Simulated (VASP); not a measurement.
# Si16O (a cell with a defect) in VASP: further runs

Runs on Si16O (a cell with a defect). Level: PBE+D3(BJ). Tasks: single point.

All numbers are computed with VASP 6.6.1; they aren't measurements. Logs are shortened: lines on timing, memory, paths and dates and some standing lists are left out, and cuts for length are marked.

### 1 The cell of the first run

The cell holds a defect, 17 atoms: a = 7.679 Å, b = 7.679 Å, c = 7.679 Å, α = 60.00°, β = 60.00°, γ = 60.00°.

### 2 Single point, PBE+D3(BJ), collinear spin, ferromagnetic start

Contents of INCAR:

```
SYSTEM = Si16O
ALGO = Normal
EDIFF = 1E-7
ENCUT = 520
GGA = PE
ISIF = 2
ISMEAR = -1
ISPIN = 2
IVDW = 12
LASPH = .TRUE.
LCHARG = .FALSE.
LORBIT = 11
LREAL = Auto
LWAVE = .FALSE.
MAGMOM = 0 0 0 0 0 0 0 0 0 0 0 0 0 0 0 0 1
NBANDS = 53
NELM = 150
PREC = Accurate
SIGMA = 0.05
```

Contents of KPOINTS:

```
k-points
0
G
  2 2 2
  0 0 0
```

Contents of POSCAR:

```
Si16O
1.0
    0.0000000000      5.4300000000      5.4300000000
    5.4300000000      0.0000000000      5.4300000000
    5.4300000000      5.4300000000      0.0000000000
Si O
16 1
Direct
    0.1082136280     -0.0742725599     -0.1014917127
    0.1473388582      0.0602486188      0.1786648250
   -0.0886832413      0.0698250460      0.6737108656
    0.1326427256      0.2464364641      0.6666758748
    0.0216390424      0.4149723757      0.0523020258
    0.2326611418      0.5686648250      0.0296224678
    0.0270349908      0.5747882136      0.4039594843
    0.0361878453      0.7874217311      0.4906629834
    0.5418047882     -0.0979005525      0.1364640884
    0.7156261510      0.0996408840      0.1153130755
    0.5128176796      0.0222467772      0.4740331492
    0.5540423573      0.1243554328      0.7559576427
    0.6060589319      0.4236095764     -0.1270902394
    0.6216758748      0.5938489871      0.0758379374
    0.4089871087      0.4452854512      0.4969981584
    0.6389226519      0.6390331492      0.5003591160
    0.6301749540      0.9393646409      0.6445580110
```

Potentials or basis: VASP PAW PBE potentials, release 64 (Si, O).

Launch:

```bash
$ cat potpaw_PBE.64/Si/POTCAR potpaw_PBE.64/O/POTCAR > POTCAR
$ mpirun -np 1 vasp_std > vasp.out
```

OUTCAR:

```text
SYSTEM = Si16O
   EDIFF = 1E-7
   ENCUT = 520
   GGA = PE
   ISIF = 2
   ISMEAR = -1
   ISPIN = 2
   IVDW = 12
   LASPH = .TRUE.
   LORBIT = 11
   LREAL = Auto
   NELM = 150
   PREC = Accurate
 IVDW          = 12

 ion  position               nearest neighbor table
   1  0.108  0.926  0.899-   4 2.24   6 2.24   3 2.35  10 2.61   2 2.99
   2  0.147  0.060  0.179-   5 2.23   8 2.36   9 2.55   1 2.99
   3  0.911  0.070  0.674-  12 2.34   1 2.35   4 2.62   8 2.69  10 3.02  13 3.07
   4  0.133  0.246  0.667-   1 2.24   7 2.36   3 2.62  11 2.62  15 2.65
   5  0.022  0.415  0.052-   2 2.23   6 2.34  14 2.61
   6  0.233  0.569  0.030-   1 2.24   5 2.34  13 2.37   7 2.51
   7  0.027  0.575  0.404-   8 2.09   4 2.36   6 2.51  16 2.52  15 2.93
   8  0.036  0.787  0.491-   7 2.09   2 2.36  17 2.56   3 2.69  15 2.76
   9  0.542  0.902  0.136-  14 2.36  10 2.38  12 2.52   2 2.55  16 2.72  11 3.04
  10  0.716  0.100  0.115-  13 2.28  11 2.32   9 2.38   1 2.61   3 3.02
  11  0.513  0.022  0.474-  17 1.64  10 2.32  16 2.53   4 2.62  12 2.83  15 3.01   9 3.04
  12  0.554  0.124  0.756-  17 1.73   3 2.34  15 2.42   9 2.52  11 2.83  13 3.10
  13  0.606  0.424  0.873-  10 2.28   6 2.37  16 2.44  14 2.56   3 3.07  12 3.10
  14  0.622  0.594  0.076-   9 2.36  13 2.56   5 2.61  15 2.71
  15  0.409  0.445  0.497-  12 2.42   4 2.65  14 2.71   8 2.76  16 2.84   7 2.93  11 3.01
  16  0.639  0.639  0.500-  13 2.44   7 2.52  11 2.53   9 2.72  15 2.84
  17  0.630  0.939  0.645-  11 1.64  12 1.73   8 2.56

  LATTYP: Found a face centered cubic cell.
 ALAT       =    10.8600000000

  Lattice vectors:

 A1 = (   0.0000000000,   5.4300000000,   5.4300000000)
 A2 = (   5.4300000000,   0.0000000000,   5.4300000000)
 A3 = (   5.4300000000,   5.4300000000,   0.0000000000)

Analysis of symmetry for initial positions (statically):
=====================================================================
 Subroutine PRICEL returns:
 Original cell was already a primitive cell.

 Routine SETGRP: Setting up the symmetry group for a
 face centered cubic supercell.

 Subroutine GETGRP returns: Found  1 space group operations
 (whereof  1 operations were pure point group operations)
 out of a pool of 48 trial point group operations.

The static configuration has the point symmetry C_1 .

Analysis of symmetry for dynamics (positions and initial velocities):
=====================================================================
 Subroutine PRICEL returns:
 Original cell was already a primitive cell.

 Routine SETGRP: Setting up the symmetry group for a
 face centered cubic supercell.

 Subroutine GETGRP returns: Found  1 space group operations
 (whereof  1 operations were pure point group operations)
 out of a pool of 48 trial point group operations.

The dynamic configuration has the point symmetry C_1 .

Analysis of structural, dynamic, and magnetic symmetry:
=====================================================================
 Subroutine PRICEL returns:
 Original cell was already a primitive cell.

 Routine SETGRP: Setting up the symmetry group for a
 face centered cubic supercell.

 Subroutine GETGRP returns: Found  1 space group operations
 (whereof  1 operations were pure point group operations)
 out of a pool of 48 trial point group operations.

The overall configuration has the point symmetry C_1 .

 Subroutine INISYM returns: Found  1 space group operations
 (whereof  1 operations are pure point group operations),
 and found     1 'primitive' translations

----------------------------------------------------------------------------------------

                                     Primitive cell

  volume of cell :     320.2060

  direct lattice vectors                    reciprocal lattice vectors
     0.000000000  5.430000000  5.430000000    -0.092081031  0.092081031  0.092081031
     5.430000000  0.000000000  5.430000000     0.092081031 -0.092081031  0.092081031
     5.430000000  5.430000000  0.000000000     0.092081031  0.092081031 -0.092081031

  length of vectors
     7.679179644  7.679179644  7.679179644     0.159489025  0.159489025  0.159489025

  position of ions in fractional coordinates (direct lattice)
     0.108213628  0.925727440  0.898508287
     0.147338858  0.060248619  0.178664825
     0.911316759  0.069825046  0.673710866
     0.132642726  0.246436464  0.666675875
     0.021639042  0.414972376  0.052302026
     0.232661142  0.568664825  0.029622468
[... 9 lines left out ...]
     0.638922652  0.639033149  0.500359116
     0.630174954  0.939364641  0.644558011

  ion indices of the primitive-cell ions
   primitive index   ion index
                 1           1
                 2           2
                 3           3
                 4           4
                 5           5
                 6           6
[... 9 lines left out ...]
                16          16
                17          17

----------------------------------------------------------------------------------------

 KPOINTS: k-points

Automatic generation of k-mesh.
 Grid dimensions read from file:
 generate k-points for:    2    2    2

 Generating k-lattice:

  Cartesian coordinates                     Fractional coordinates (reciprocal lattice)
    -0.046040516  0.046040516  0.046040516     0.500000000  0.000000000  0.000000000
     0.046040516 -0.046040516  0.046040516     0.000000000  0.500000000  0.000000000
     0.046040516  0.046040516 -0.046040516     0.000000000  0.000000000  0.500000000

  Length of vectors
     0.079744512  0.079744512  0.079744512

  Shift w.r.t. Gamma in fractional coordinates (k-lattice)
     0.000000000  0.000000000  0.000000000

 Subroutine IBZKPT returns following result:
 ===========================================

 Found      8 irreducible k-points:

 Following reciprocal coordinates:
            Coordinates               Weight
  0.000000  0.000000  0.000000      1.000000
  0.500000  0.000000  0.000000      1.000000
  0.000000  0.500000  0.000000      1.000000
  0.000000  0.000000  0.500000      1.000000
  0.500000  0.500000  0.500000      1.000000
  0.500000  0.500000  0.000000      1.000000
  0.000000  0.500000  0.500000      1.000000
  0.500000  0.000000  0.500000      1.000000
   k-points           NKPTS =      8   k-points in BZ     NKDIM =      8   number of bands    NBANDS=     53
   number of dos      NEDOS =    301   number of ions     NIONS =     17
   total plane-waves  NPLWV = 216000
   dimension x,y,z NGX =    60 NGY =   60 NGZ =   60
   dimension x,y,z NGXF=   120 NGYF=  120 NGZF=  120
   ions per type =              16   1
   NGX,Y,Z   is equivalent  to a cutoff of  12.99, 12.99, 12.99 a.u.
   NGXF,Y,Z  is equivalent  to a cutoff of  25.98, 25.98, 25.98 a.u.
 SYSTEM =  Si16O
   PREC   = accura    normal or accurate (medium, high low for compatibility)
   ISTART =      0    job   : 0-new  1-cont  2-samecut
   ICHARG =      2    charge: 1-file 2-atom 10-const
   ISPIN  =      2    spin polarized calculation?
   LNONCOLLINEAR =      F non collinear calculations
   LSORBIT =      F    spin-orbit coupling
   LASPH  =      T    aspherical Exc in radial PAW
   ENCUT  =  520.0 eV  38.22 Ry    6.18 a.u.  14.28 14.28 14.28*2*pi/ulx,y,z
   NELM   =    150;   NELMIN=  2; NELMDL= -5     # of ELM steps
   EDIFF  = 0.1E-06   stopping-criterion for ELM
   LREAL  =      T    real-space projection
   EDIFFG = 0.1E-05   stopping-criterion for IOM
   NSW    =      0    number of steps for IOM
   IBRION =     -1    ionic relax: 0-MD 1-quasi-New 2-CG
   NFREE  =      0    steps in history (QN), initial steepest desc. (CG)
   ISIF   =      2    stress and relaxation
   ISYM   =      2    0-nonsym 1-usesym 2-fastsym
   POTIM  = 0.5000    time-step for ionic-motion
   TEBEG  =    0.0;   TEEND  =   0.0 temperature during run
   PSTRESS=    0.0 pullay stress
   NELECT =      70.0000    total number of electrons
   NUPDOWN=      -1.0000    fix difference up-down
   EMIN   =  10.00;   EMAX   =-10.00  energy-range for DOS
   EFERMI =   0.00;   METHOD = LEGACY
   ISMEAR =    -1;   SIGMA  =   0.05  broadening in eV -4-tet -1-fermi 0-gaus
   EFERMI_NEDOS =   21; number of points for ismear=-14 and -15
   IALGO  =     38    algorithm
   IMIX   =      4    mixing-type and parameters
     AMIX     =   0.40;   BMIX     =  1.00
     AMIX_MAG =   1.60;   BMIX_MAG =  1.00
  volume/ion in A,a.u.               =      18.84       127.11
  Fermi-wavevector in a.u.,A,eV,Ry     =   0.986199  1.863645 13.232857  0.972588
  Thomas-Fermi vector in A             =   2.117562
   LORBIT       =     11    0 simple, 1 ext, 2 COOP (PROOUT), +10 PAW based schemes
   GGA     = PE    functional components
   LHFCALC =     F    Hartree Fock is set to
   AEXX    =    0.0000 exact exchange contribution
   IVDW    =    12    specifies the selected vdW correction
   LEPSILON=     F    determine dielectric tensor
   LRPA    =     F    only Hartree local field effects (RPA)
 spin polarized calculation
  energy-cutoff  :      520.00
  volume of cell :      320.21
 maximum number of plane-waves:      8646
 NGX is ok and might be reduce to    60
   NGX = 29   NGY = 29   NGZ = 29

 number of electron      70.0000001 magnetization      -0.0000046

 number of electron      70.0000001 magnetization       0.0000012

 Free energy of the ion-electron system (eV)
  ---------------------------------------------------
  ext. energy  EPLUGINS =         0.00000000
  ---------------------------------------------------
  free energy    TOTEN  =       -84.62500353 eV

  energy without entropy =      -84.56038001  energy(sigma->0) =      -84.59269177

 E-fermi :   6.1906     XC(G=0):  -9.7096

 val. band max:        6.1810738745   @ k =   0.0000   0.0000   0.0000
 cond. band min:       6.1997658466   @ k =   0.5000   0.5000   0.5000
 fundamental gap:      0.0186919721
 Fermi energy:         6.1905527669

 spin component 1

 k-point     1 :       0.0000    0.0000    0.0000
  band No.  band energies     occupation
      1     -14.8395      1.00000
      2      -5.9740      1.00000
      3      -4.1404      1.00000
      4      -3.9023      1.00000
      5      -3.7729      1.00000
      6      -3.3039      1.00000
[... 389 lines left out ...]
     46       9.4657      0.00000
     47       9.7710      0.00000
 Fermi energy:         6.1905527669

 spin component 2

 k-point     1 :       0.0000    0.0000    0.0000
  band No.  band energies     occupation
      1     -14.8395      1.00000
      2      -5.9740      1.00000
      3      -4.1404      1.00000
      4      -3.9023      1.00000
      5      -3.7729      1.00000
      6      -3.3039      1.00000
[... 389 lines left out ...]
     46       9.4657      0.00000
     47       9.7710      0.00000
 [bands above 47 left out]

------------------------ aborting loop because EDIFF is reached ----------------------------------------

 Edisp (eV)   -5.51889

 E8    (eV) :    -2.2555

  FORCE on cell =-STRESS in cart. coord.  units (eV):
  Direction    XX          YY          ZZ          XY          YZ          ZX
  --------------------------------------------------------------------------------------
  -------------------------------------------------------------------------------------
  Total      -4.92027    -1.03469     2.00743     2.93135    -1.99533     7.23978
  in kB     -24.61896    -5.17717    10.04433    14.66723    -9.98379    36.22484
  external pressure =       -6.58 kB  Pullay stress =        0.00 kB

 VOLUME and BASIS-vectors are now :
 -----------------------------------------------------------------------------
  energy-cutoff  :      520.00
  volume of cell :      320.21
      direct lattice vectors                 reciprocal lattice vectors
     0.000000000  5.430000000  5.430000000    -0.092081031  0.092081031  0.092081031
     5.430000000  0.000000000  5.430000000     0.092081031 -0.092081031  0.092081031
     5.430000000  5.430000000  0.000000000     0.092081031  0.092081031 -0.092081031

 POSITION                                       TOTAL-FORCE (eV/Angst)
 -----------------------------------------------------------------------------------
      9.90560      5.46650      5.61430         1.701755     -0.092660     -0.577291
      1.29730      1.77020      1.12720        -0.829410      1.105076     -0.259148
      4.03740      8.60670      5.32760        -0.745782     -0.069255      0.601320
      4.95820      4.34030      2.05840        -0.655220     -0.268309      1.165451
      2.53730      0.40150      2.37080         0.556937     -1.408555     -0.232457
      3.24870      1.42420      4.35120        -0.250298      0.888323     -1.108257
[... 9 lines left out ...]
      6.18690      6.18630      6.93930        -0.185313     -0.290645     -0.120262
      8.60070      6.92180      8.52260         0.868630      0.779147      0.219731
 -----------------------------------------------------------------------------------
    total drift:                                0.002883      0.008047     -0.001981

  FREE ENERGIE OF THE ION-ELECTRON SYSTEM (eV)
  ---------------------------------------------------
  free  energy   TOTEN  =       -90.1438913816 eV

  energy  without entropy=      -90.0792678600  energy(sigma->0) =      -90.11157962

 total charge

# of ion       s       p       d       tot
------------------------------------------
    1        0.789   0.882   0.000   1.671
    2        0.792   0.817   0.000   1.609
    3        0.838   0.770   0.000   1.607
    4        0.803   0.815   0.000   1.618
    5        0.784   0.833   0.000   1.617
    6        0.777   0.890   0.000   1.667
[... 9 lines left out ...]
   16        0.802   0.776   0.000   1.579
   17        1.584   3.556   0.000   5.140
--------------------------------------------------
tot         14.304  16.760   0.000  31.064

 magnetization (x)

# of ion       s       p       d       tot
------------------------------------------
    1        0.000  -0.000   0.000  -0.000
    2        0.000   0.000   0.000   0.000
    3        0.000   0.000   0.000   0.000
    4        0.000   0.000   0.000   0.000
    5        0.000   0.000   0.000   0.000
    6        0.000   0.000   0.000   0.000
[... 9 lines left out ...]
   16        0.000  -0.000   0.000   0.000
   17        0.000   0.000   0.000   0.000
--------------------------------------------------
tot          0.000   0.000   0.000   0.000
```

Run time: 11 min. Hardware: 1 thread of Intel Xeon Platinum 8259CL at 2.50GHz (Skylake/Cascade Lake), shared host; peak memory 0.71 GiB.

What came out:

| Quantity | Value |
| --- | --- |
| Free energy | -90.1439 eV |
| Pressure | -0.7 GPa |
| Largest force | 4.258 eV/Å |
| Band gap on the k mesh | zero (filled and empty bands overlap) |
| Net moment | 0.00 μB per cell |
| Valence electrons inside the program's atomic spheres | Si 1.67, 1.61, 1.62, 1.68, 1.65, 1.60, 1.64, 1.56, 1.54, 1.58 (each value once); O 5.14 |
| Dispersion energy per atom | -0.325 eV |

Forces on the atoms (eV/Å):
```
Si   1.702 -0.093 -0.577
Si  -0.829  1.105 -0.259
Si  -0.746 -0.069  0.601
Si  -0.655 -0.268  1.165
Si   0.557 -1.409 -0.232
Si  -0.250  0.888 -1.108
Si  -2.922 -1.866 -2.473
Si   2.793  1.517  2.371
Si   0.365 -1.246 -0.161
Si  -1.008  0.802  0.161
Si  -0.215 -1.290 -1.238
Si   0.211  0.474  0.004
Si   0.863 -0.498  0.698
Si  -0.761  1.392 -0.139
Si   0.213  0.071  1.089
Si  -0.185 -0.291 -0.120
O    0.869  0.779  0.220
```

Caveat: the k points lie up to 0.50 Å⁻¹ apart; the atoms stand as in a frame of molecular dynamics.

(Part 1 of 2 ends here.)
